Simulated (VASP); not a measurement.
Set up this calculation in VASP 6.6.1, as the native input.

```yaml
Task: single point
Functional: PBEsol
Potentials_or_basis: VASP PAW PBE potentials, release 64 (Ba_sv)
Cutoff: 520 eV
k_mesh: 14 × 14 × 14
Occupations: gaussian, width 0.15 eV
Spin: no spin polarisation
Dipole_correction: no
Further_INCAR_settings: ALGO = Normal; EDIFF = 1e-06; NBANDS = 11
```

The structure of Ba lies in POSCAR:

```
Ba
1.0
    4.0544465353      0.0000000000      0.0000000000
    0.0000000000      4.0544465353      0.0000000000
    0.0000000000      0.0000000000      3.5087386401
Ba
1
Direct
    0.5000000000      0.5000000000      0.5000000000
```

This cell differs from its parent crystal: ratio of the length along z to the lengths across it x 0.96, volume and fractional coordinates fixed.

One way to write it, as run:

INCAR

```
PREC = Accurate
ENCUT = 520
EDIFF = 1E-6
ISMEAR = 0
SIGMA = 0.15
LREAL = False
LASPH = True
NELM = 100
ALGO = Normal
ISIF = 2
LWAVE = False
LCHARG = True
GGA = PS
LELF = True
LVHAR = True
NBANDS = 11
```

KPOINTS

```
Automatic mesh
0
Gamma
  14 14 14
```

Potentials or basis: VASP PAW PBE potentials, release 64 (Ba_sv).

Run with:

```console
$ cat potpaw_PBE.64/Ba_sv/POTCAR > POTCAR
$ mpirun -np 1 vasp_std > vasp.out
```

Results of the run:

```
Pressure               : 0.1 GPa
Band gap on the k mesh : zero (band 5 reaches 2.03 eV, above the bottom of band 6 at 1.28 eV)
```

Caveat: the PAW data sets were made with another functional, which shifts forces and pressure a little; spin-orbit coupling is left out, which moves the levels of the heavy elements.

It used 110 s of CPU time on 1 thread of Intel(R) Xeon(R) Platinum 8259CL CPU @ 2.50GHz (Skylake/Cascade Lake) (shared host).
